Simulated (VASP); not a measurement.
The system is CaS (Oldhamite).

```xyz
2
Lattice="0.0000 2.8560 2.8560 2.8560 0.0000 2.8560 2.8560 2.8560 0.0000" Properties=species:S:1:pos:R:3 pbc="T T T"
Ca    0.0000    0.0000    0.0000
S     2.8560    2.8560    2.8560
```

* Program: VASP 6.6.1
* Task: relaxation of cell and atoms
* Functional: PBEsol
* Potentials or basis: VASP PAW PBE potentials, release 64 (Ca_sv, S)
* Cutoff: 500 eV
* k mesh: 8 × 8 × 8
* Occupations: fermi-dirac, width 0.02 eV
* Spin: no spin polarisation

At the start: pressure -2.2 GPa; volume 23.30 Å³/atom.

**Question.** How do energy, volume and symmetry change on relaxing?

**Answer.** Over 3 steps the energy falls by 6.3 meV/atom and the volume is 22.41 Å³/atom (-3.8 %); space group Fm-3m (No. 225, to 0.05 Å).

The path:
```
step  energy change (eV)  largest force (eV/Å)  pressure (GPa)  volume (Å³)
   1              0.0000                0.0000           -2.20        46.59
   2             -0.0120                0.0000            0.50        44.47
   3             -0.0125                0.0000            0.00        44.83
```

Final structure:
```
Ca S
1.0
     0.00000    2.81946    2.81946
     2.81946    0.00000    2.81946
     2.81946    2.81946    0.00000
Ca S
1 1
Direct
  0.00000 0.00000 0.00000
  0.50000 0.50000 0.50000
```

Caveat: the PAW data sets were made with another functional, which shifts forces and pressure a little.
